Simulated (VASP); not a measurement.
Write the native input for VASP 6.6.1 that does the following.

| Quantity | Value |
| --- | --- |
| Task | single point |
| Functional | PBEsol |
| Potentials or basis | VASP PAW PBE potentials, release 64 (Na_pv) |
| Cutoff | 520 eV |
| k mesh | 9 × 9 × 9 |
| Occupations | fermi-dirac, width 0.08 eV |
| Spin | no spin polarisation |
| Dipole correction | no |
| Further INCAR settings | ALGO = Normal; EDIFF = 1e-06; NBANDS = 14 |

The structure of Na lies in POSCAR:

```
Na
1.0
    0.0000000000      3.2893508032      3.2893508032
    3.2893508032      0.0000000000      3.2893508032
    3.2893508032      3.2893508032      0.0000000000
Na
2
Direct
   -0.1250000000     -0.1250000000     -0.1250000000
    0.1250000000      0.1250000000      0.1250000000
```

This cell differs from its parent crystal: volume scaled by 0.68.

One way to write it, as run:

INCAR

```
  PREC = Accurate
  ENCUT = 520
  EDIFF = 1E-6
  ISMEAR = -1
  SIGMA = 0.08
  LREAL = F
  LASPH = T
  NELM = 60
  ALGO = Normal
  ISIF = 2
  LWAVE = F
  LCHARG = T
  GGA = PS
  LELF = T
  LVHAR = T
  NBANDS = 14
```

KPOINTS

```
regular mesh
0
Gamma
  9 9 9
```

Potentials or basis: VASP PAW PBE potentials, release 64 (Na_pv).

Run with:

```bash
$ cat potpaw_PBE.64/Na_pv/POTCAR > POTCAR
$ mpirun -np 1 vasp_std > vasp.out
```

It gave:

- Pressure: 2.4 GPa
- Band gap on the k mesh: zero (band 7 reaches 0.99 eV, above the bottom of band 8 at 0.05 eV)

Caveat: the PAW data sets were made with another functional, which shifts forces and pressure a little.

It took 17 s on 1 thread of Intel(R) Xeon(R) Platinum 8375C CPU @ 2.90GHz (Ice Lake), with other jobs on the host, peak memory 0.19 GiB.
